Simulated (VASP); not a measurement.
Set up this calculation in VASP 6.6.1, as the native input.

```
Task                   : single point
Functional             : PBE
Potentials or basis    : VASP PAW PBE potentials, release 64 (Cd, S)
Cutoff                 : 520 eV
k mesh                 : 4 × 4 × 1
Occupations            : gaussian, width 0.1 eV
Spin                   : no spin polarisation
Dipole correction      : yes
Further INCAR settings : ALGO = Normal; EDIFF = 1e-06; NBANDS = 16
```

The structure of CdS lies in POSCAR:

```
CdS
1.0
    4.8124382240      0.0000000000      0.0000000000
    0.0000000000      4.3865950570      0.0000000000
    0.0000000000      0.0000000000     26.7429536000
Cd S
1 1
Direct
    0.5000000000      0.0000000000      0.3139923525
    0.5000000000      0.5000000000      0.2842960878
```

These files were run (other wordings do the same):

INCAR

```
ALGO     = Normal         # electronic algorithm
DIPOL    = 0.5 0.5 0.299
EDIFF    = 1E-6           # SCF threshold, eV
ENCUT    = 520            # plane-wave cutoff, eV
GGA      = PE             # functional
IDIPOL   = 3            
ISIF     = 2              # what is computed and relaxed
ISMEAR   = 0              # smearing method
LASPH    = T              # aspherical terms in the spheres
LCHARG   = F              # write CHGCAR
LDIPOL   = T            
LREAL    = F              # projectors in reciprocal space
LWAVE    = F              # write WAVECAR
NBANDS   = 16             # bands
NELM     = 100            # most SCF steps
PREC     = Accurate       # precision mode
SIGMA    = 0.1            # smearing width, eV
```

KPOINTS

```
k-points
0
Gamma
  4 4 1
```

Potentials or basis: VASP PAW PBE potentials, release 64 (Cd, S).

Run with:

```sh
$ cat potpaw_PBE.64/Cd/POTCAR potpaw_PBE.64/S/POTCAR > POTCAR
$ mpirun -np 1 vasp_std > vasp.out
```

It gave:

The largest force is 0.053 eV/Å and the band gap on the k mesh is 1.46 eV, indirect (least direct gap 2.14 eV).

Wall time 62 s on 1 thread of Intel(R) Xeon(R) 6975P-C (Granite Rapids), on a shared host, peak memory 0.55 GiB.
